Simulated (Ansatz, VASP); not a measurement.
**Be2C in VASP and in Ansatz**

```
CELL_PARAMETERS angstrom
0.00000 2.15530 2.15530
2.15530 0.00000 2.15530
2.15530 2.15530 0.00000
ATOMIC_POSITIONS crystal
Be 0.25000 0.25000 0.25000
Be 0.75000 0.75000 0.75000
C 0.00000 0.00000 0.00000
```

Alike in both runs: functional r2SCAN; dispersion D4; k mesh 8 × 8 × 8; no spin polarisation.

Ansatz relaxed the structure, and its values are those at the end. VASP's run is a single point on that final structure, the one shown.

```csv
,VASP,Ansatz
version,VASP 6.6.1,Ansatz 0.2.0
potentials or method,"VASP PAW PBE potentials, release 64 (Be, C)","plane waves, PAW"
plane-wave cutoff (eV),660,500
occupations,"gaussian, width 0.01 eV",fixed
valence electrons in the cell,8,8
```

Ansatz gave:

| Quantity | Value |
| --- | --- |
| pressure (GPa) | 0.0 |

Task: Which values does VASP return?

Result: Pressure (GPa): 0.8.

VASP's potentials were made for PBE, not for r2SCAN.
